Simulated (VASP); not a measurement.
# CoPdO2 (R-3m) in VASP: single point with LDA+U

Aim: the single point of CoPdO2 with LDA+U.

All numbers are computed with VASP 6.6.1; they aren't measurements. Logs are shortened: lines on timing, memory, paths and dates and some standing lists are left out, and cuts for length are marked.

### 1 The cell of the first run

It takes space group R-3m (No. 166, trigonal). The conventional cell has a = 2.845 Å, b = 2.845 Å, c = 17.880 Å, α = 90.00°, β = 90.00°, γ = 120.00°. Within 2.5 Å of Co (site symmetry -3m) lie 6 O at 1.91 Å. Pd (site symmetry -3m) has 2 O at 2.01 Å within 2.7 Å. O (site symmetry 3m) has 3 Co at 1.91 Å and 1 Pd at 2.01 Å and 3 O at 2.55 Å within 2.6 Å.

### 2 Single point, LDA+U, collinear spin, ferromagnetic start

INCAR

```
SYSTEM = CoPdO2
PREC     = Accurate       ! precision mode
ENCUT    = 700            ! plane-wave cutoff, eV
EDIFF    = 1E-6           ! SCF threshold, eV
ISMEAR   = 0              ! smearing method
SIGMA    = 0.05           ! smearing width, eV
LREAL    = .FALSE.        ! projectors in reciprocal space
LASPH    = .TRUE.         ! aspherical terms in the spheres
NELM     = 200            ! most SCF steps
ALGO     = Normal         ! electronic algorithm
ISIF     = 2              ! what is computed and relaxed
LWAVE    = .FALSE.        ! write WAVECAR
LCHARG   = .FALSE.        ! write CHGCAR
ISPIN    = 2              ! spin polarisation
MAGMOM   = 3.22 0.71 0.5 0.5 ! initial moments
LORBIT   = 11             ! projections on sites
NUPDOWN  = 5.0            ! fixed moment
LMAXMIX  = 4              ! l up to which the mixer works
LDAU     = .TRUE.         ! DFT+U
LDAUTYPE = 2            
LDAUL    = 2 2 -1         ! shell
LDAUU    = 5 5 0          ! U, eV
LDAUJ    = 0 0 0        
LDAUPRINT= 1            
NBANDS   = 36             ! bands
GGA_COMPAT= .FALSE.
```

KPOINTS

```
regular mesh
0
G
  8 8 8
  0 0 0
```

POSCAR

```
CoPdO2
1.0
    1.4224998100      0.8212806500      5.9600012600
   -1.4224998100      0.8212806500      5.9600012600
    0.0000000000     -1.6425613000      5.9600012600
Co Pd O
1 1 2
Direct
    0.5000000000      0.5000000000      0.5000000000
    0.0000000000      0.0000000000      0.0000000000
    0.1121500000      0.1121500000      0.1121500000
    0.8878500000      0.8878500000      0.8878500000
```

Potentials or basis: VASP PAW LDA potentials, release 64 (Co_sv, Pd_sv_GW, O).

On the command line:

```bash
> cat potpaw_LDA.64/Co_sv/POTCAR potpaw_LDA.64/Pd_sv_GW/POTCAR potpaw_LDA.64/O/POTCAR > POTCAR
> mpirun -np 1 vasp_std > vasp.out
```

OUTCAR:

```text
SYSTEM = CoPdO2
   PREC = Accurate
   ENCUT = 700
   EDIFF = 1E-6
   ISMEAR = 0
   LREAL = .FALSE.
   LASPH = .TRUE.
   NELM = 200
   ISIF = 2
   ISPIN = 2
   LORBIT = 11
   NUPDOWN = 5.0

 ion  position               nearest neighbor table
   1  0.500  0.500  0.500-   3 1.91   3 1.91   4 1.91   4 1.91   3 1.91   4 1.91
   2  0.000  0.000  0.000-   3 2.01   4 2.01
   3  0.112  0.112  0.112-   1 1.91   1 1.91   1 1.91   2 2.01
   4  0.888  0.888  0.888-   1 1.91   1 1.91   1 1.91   2 2.01

  LATTYP: Found a trigonal (rhomboedric) cell.
 ALAT       =     6.1822020862
 COS(alpha) =     0.8941116852

  Lattice vectors:

 A1 = (   1.4224998100,   0.8212806500,   5.9600012600)
 A2 = (  -1.4224998100,   0.8212806500,   5.9600012600)
 A3 = (   0.0000000000,  -1.6425613000,   5.9600012600)

Analysis of symmetry for initial positions (statically):
=====================================================================
 Subroutine PRICEL returns:
 Original cell was already a primitive cell.

 Routine SETGRP: Setting up the symmetry group for a
 trigonal (rhombohedral) supercell.

 Subroutine GETGRP returns: Found 12 space group operations
 (whereof 12 operations were pure point group operations)
 out of a pool of 12 trial point group operations.

The static configuration has the point symmetry D_3d.

Analysis of symmetry for dynamics (positions and initial velocities):
=====================================================================
 Subroutine PRICEL returns:
 Original cell was already a primitive cell.

 Routine SETGRP: Setting up the symmetry group for a
 trigonal (rhombohedral) supercell.

 Subroutine GETGRP returns: Found 12 space group operations
 (whereof 12 operations were pure point group operations)
 out of a pool of 12 trial point group operations.

The dynamic configuration has the point symmetry D_3d.

Analysis of structural, dynamic, and magnetic symmetry:
=====================================================================
 Subroutine PRICEL returns:
 Original cell was already a primitive cell.

 Routine SETGRP: Setting up the symmetry group for a
 trigonal (rhombohedral) supercell.

 Subroutine GETGRP returns: Found 12 space group operations
 (whereof 12 operations were pure point group operations)
 out of a pool of 12 trial point group operations.

The overall configuration has the point symmetry D_3d.

 Subroutine INISYM returns: Found 12 space group operations
 (whereof 12 operations are pure point group operations),
 and found     1 'primitive' translations

----------------------------------------------------------------------------------------

                                     Primitive cell

  volume of cell :      41.7774

  direct lattice vectors                    reciprocal lattice vectors
     1.422499810  0.821280650  5.960001260     0.351493896  0.202935095  0.055928400
    -1.422499810  0.821280650  5.960001260    -0.351493896  0.202935095  0.055928400
     0.000000000 -1.642561300  5.960001260     0.000000000 -0.405870190  0.055928400

  length of vectors
     6.182202086  6.182202086  6.182202087     0.409705501  0.409705501  0.409705500

[... 146 lines left out ...]

 occupancies and eigenvectors

  o =  0.0682  v =  0.0000  0.0000  0.0000  0.0000  0.0000  0.0000 -0.0000 -1.0000 -0.0000  0.0000      0.0000  0.0000  0.0000  0.0000  0.0000  0.0000  0.0000  0.0000  0.0000  0.0000
  o =  0.2379  v =  0.0000  0.0000  0.0000  0.0000  0.0000 -0.8903  0.0000 -0.0000  0.4553 -0.0000      0.0000  0.0000  0.0000  0.0000  0.0000  0.0000  0.0000  0.0000  0.0000  0.0000
  o =  0.2379  v =  0.0000  0.0000  0.0000  0.0000  0.0000  0.0000 -0.4553  0.0000  0.0000  0.8903      0.0000  0.0000  0.0000  0.0000  0.0000  0.0000  0.0000  0.0000  0.0000  0.0000
  o =  0.5916  v =  0.0000  0.0000  0.0000  0.0000  0.0000 -0.4553  0.0000  0.0000 -0.8903  0.0000      0.0000  0.0000  0.0000  0.0000  0.0000  0.0000  0.0000  0.0000  0.0000  0.0000
  o =  0.5916  v =  0.0000  0.0000  0.0000  0.0000  0.0000  0.0000  0.8903  0.0000  0.0000  0.4553      0.0000  0.0000  0.0000  0.0000  0.0000  0.0000  0.0000  0.0000  0.0000  0.0000
  o =  0.9423  v = -0.7770 -0.0000  0.0000 -0.6295  0.0000  0.0000  0.0000  0.0000  0.0000  0.0000      0.0000  0.0000  0.0000  0.0000  0.0000  0.0000  0.0000  0.0000  0.0000  0.0000
  o =  0.9423  v =  0.0000  0.6295 -0.0000  0.0000  0.7770  0.0000  0.0000  0.0000  0.0000  0.0000      0.0000  0.0000  0.0000  0.0000  0.0000  0.0000  0.0000  0.0000  0.0000  0.0000
  o =  0.9428  v =  0.0000  0.0000  1.0000  0.0000  0.0000  0.0000  0.0000  0.0000  0.0000  0.0000      0.0000  0.0000  0.0000  0.0000  0.0000  0.0000  0.0000  0.0000  0.0000  0.0000
  o =  0.9871  v =  0.6295 -0.0000  0.0000 -0.7770  0.0000  0.0000  0.0000  0.0000  0.0000  0.0000      0.0000  0.0000  0.0000  0.0000  0.0000  0.0000  0.0000  0.0000  0.0000  0.0000
  o =  0.9871  v =  0.0000  0.7770 -0.0000 -0.0000 -0.6295  0.0000  0.0000  0.0000  0.0000  0.0000      0.0000  0.0000  0.0000  0.0000  0.0000  0.0000  0.0000  0.0000  0.0000  0.0000

atom =   2  type =  2  l = 2

 onsite density matrix

spin component  1

  0.8395  0.0000  0.0000  0.0007  0.0000
  0.0000  0.8654  0.0000 -0.0000  0.0007
  0.0000  0.0000  0.7789  0.0000  0.0000
  0.0007 -0.0000  0.0000  0.8654 -0.0000
  0.0000  0.0007  0.0000 -0.0000  0.8395

spin component  2

  0.6998 -0.0000 -0.0000 -0.0139 -0.0000
 -0.0000  0.7930 -0.0000 -0.0000 -0.0139
 -0.0000 -0.0000  0.3135  0.0000  0.0000
 -0.0139 -0.0000  0.0000  0.7930 -0.0000
 -0.0000 -0.0139  0.0000 -0.0000  0.6998

 occupancies and eigenvectors

  o =  0.3135  v =  0.0000  0.0000  0.0000  0.0000  0.0000  0.0000 -0.0000  1.0000 -0.0000 -0.0000      0.0000  0.0000  0.0000  0.0000  0.0000  0.0000  0.0000  0.0000  0.0000  0.0000
  o =  0.6978  v =  0.0000  0.0000  0.0000  0.0000  0.0000 -0.9894 -0.0000 -0.0000 -0.1449 -0.0000      0.0000  0.0000  0.0000  0.0000  0.0000  0.0000  0.0000  0.0000  0.0000  0.0000
  o =  0.6978  v =  0.0000  0.0000  0.0000  0.0000  0.0000 -0.0000  0.1449  0.0000 -0.0000  0.9894      0.0000  0.0000  0.0000  0.0000  0.0000  0.0000  0.0000  0.0000  0.0000  0.0000
  o =  0.7789  v = -0.0000  0.0000  1.0000  0.0000 -0.0000  0.0000  0.0000  0.0000  0.0000  0.0000      0.0000  0.0000  0.0000  0.0000  0.0000  0.0000  0.0000  0.0000  0.0000  0.0000
  o =  0.7950  v =  0.0000  0.0000  0.0000  0.0000  0.0000 -0.1449  0.0000 -0.0000  0.9894 -0.0000      0.0000  0.0000  0.0000  0.0000  0.0000  0.0000  0.0000  0.0000  0.0000  0.0000
  o =  0.7950  v =  0.0000  0.0000  0.0000  0.0000  0.0000  0.0000  0.9894 -0.0000 -0.0000 -0.1449      0.0000  0.0000  0.0000  0.0000  0.0000  0.0000  0.0000  0.0000  0.0000  0.0000
  o =  0.8395  v =  0.9996  0.0000 -0.0000 -0.0277 -0.0000  0.0000  0.0000  0.0000  0.0000  0.0000      0.0000  0.0000  0.0000  0.0000  0.0000  0.0000  0.0000  0.0000  0.0000  0.0000
  o =  0.8395  v =  0.0000 -0.0277  0.0000 -0.0000  0.9996  0.0000  0.0000  0.0000  0.0000  0.0000      0.0000  0.0000  0.0000  0.0000  0.0000  0.0000  0.0000  0.0000  0.0000  0.0000
  o =  0.8654  v = -0.0277  0.0000  0.0000 -0.9996  0.0000  0.0000  0.0000  0.0000  0.0000  0.0000      0.0000  0.0000  0.0000  0.0000  0.0000  0.0000  0.0000  0.0000  0.0000  0.0000
  o =  0.8654  v =  0.0000  0.9996  0.0000  0.0000  0.0277  0.0000  0.0000  0.0000  0.0000  0.0000      0.0000  0.0000  0.0000  0.0000  0.0000  0.0000  0.0000  0.0000  0.0000  0.0000

 number of electron      46.9999992 magnetization       5.0000004

 Free energy of the ion-electron system (eV)
  ---------------------------------------------------
  ext. energy  EPLUGINS =         0.00000000
  ---------------------------------------------------
  free energy    TOTEN  =       -18.46466082 eV

  energy without entropy =      -18.46110656  energy(sigma->0) =      -18.46288369

 E-fermi :   6.5780     XC(G=0): -13.1185

 val. band max:        8.1043959716   @ k =   0.5000   0.5000   0.0000
 cond. band min:       6.6130754883   @ k =   0.5000   0.5000   0.3750
 fundamental gap:     -1.4913204833
 Fermi energy:         8.5956611505

 spin component 1

 k-point     1 :       0.0000    0.0000    0.0000
  band No.  band energies     occupation
      1     -90.2750      1.00000
      2     -76.1082      1.00000
      3     -54.0753      1.00000
      4     -54.0140      1.00000
      5     -54.0140      1.00000
      6     -42.4635      1.00000
[... 1817 lines left out ...]
     34      25.6700      0.00000
     35      26.6414      0.00000

 [... further k-points ...]

 [bands above 35 left out]

------------------------ aborting loop because EDIFF is reached ----------------------------------------

  FORCE on cell =-STRESS in cart. coord.  units (eV):
  Direction    XX          YY          ZZ          XY          YZ          ZX
  --------------------------------------------------------------------------------------
  -------------------------------------------------------------------------------------
  Total        3.2486191      3.2486192      4.0608473      0.0000000      0.0000000      0.0000000
  in kB      124.5856357    124.5856363    155.7348569      0.0000000      0.0000000      0.0000000
  external PRESSURE =     134.9687096 kB  Pullay stress =       0.0000000 kB

 VOLUME and BASIS-vectors are now :
 -----------------------------------------------------------------------------
  energy-cutoff  :      700.00
  volume of cell :       41.78
      direct lattice vectors                 reciprocal lattice vectors
     1.422499810  0.821280650  5.960001260     0.351493896  0.202935095  0.055928400
    -1.422499810  0.821280650  5.960001260    -0.351493896  0.202935095  0.055928400
     0.000000000 -1.642561300  5.960001260     0.000000000 -0.405870190  0.055928400

 POSITION                                       TOTAL-FORCE (eV/Angst)
 -----------------------------------------------------------------------------------
      0.00000      0.00000      8.94000         0.000000      0.000000     -0.000000
      0.00000      0.00000      0.00000        -0.000000      0.000000     -0.000000
      0.00000      0.00000      2.00524        -0.000000     -0.000000     -1.816012
      0.00000      0.00000     15.87476        -0.000000     -0.000000      1.816012
 -----------------------------------------------------------------------------------
    total drift:                                0.000000      0.000000      0.000000

  FREE ENERGIE OF THE ION-ELECTRON SYSTEM (eV)
  ---------------------------------------------------
  free  energy   TOTEN  =       -18.4646608210 eV

  energy  without entropy=      -18.4611065576  energy(sigma->0) =      -18.46288369

 total charge

# of ion       s       p       d       f       tot
--------------------------------------------------
    1        2.225   6.160   6.501   0.000  14.886
    2        2.151   6.074   7.435   0.019  15.679
    3        1.550   3.491   0.000   0.000   5.041
    4        1.550   3.491   0.000   0.000   5.041
--------------------------------------------------
tot          7.475  19.217  13.936   0.019  40.647

 magnetization (x)

# of ion       s       p       d       f       tot
--------------------------------------------------
    1        0.006   0.019   3.070   0.000   3.095
    2        0.013   0.006   0.887   0.001   0.908
    3        0.025   0.389   0.000   0.000   0.414
    4        0.025   0.389   0.000   0.000   0.414
--------------------------------------------------
tot          0.069   0.803   3.957   0.001   4.830
```

It took 16 min on 1 thread of Intel Xeon 6975P-C (Granite Rapids), shared host; peak memory 0.52 GiB.

What came out:

```yaml
Free_energy: -18.4647 eV
Pressure: 13.5 GPa
Largest_force: 1.816 eV/Å
Net_moment: 5.00 μB per cell
Site_moments: Co +3.10; Pd +0.91; O +0.41 μB
Valence_electrons_inside_the_program's_atomic_spheres: Co 14.89; Pd 15.68; O 5.04
```

Forces on the atoms (eV/Å):
```
Co   0.000  0.000  0.000
Pd   0.000  0.000  0.000
O    0.000  0.000 -1.816
O    0.000  0.000  1.816
```

Eigenvalues of the final occupation matrices:
| site | spin | trace | eigenvalues |
| --- | --- | --- | --- |
| site 1 d | 1 | 4.80 | 0.94 0.94 0.94 0.99 0.99 |
| site 1 d | 2 | 1.73 | 0.07 0.24 0.24 0.59 0.59 |
| site 2 d | 1 | 4.19 | 0.78 0.84 0.84 0.87 0.87 |
| site 2 d | 2 | 3.30 | 0.31 0.70 0.70 0.80 0.80 |

Caveat: the cell stands under pressure; the total moment is fixed, so each spin has its own Fermi level and the state may be an excited one; a cell with one magnetic atom can't hold antiferromagnetic order, which such compounds often take; forces of over 1 eV/Å act on the atoms, so gaps and moduli don't describe the material at rest.
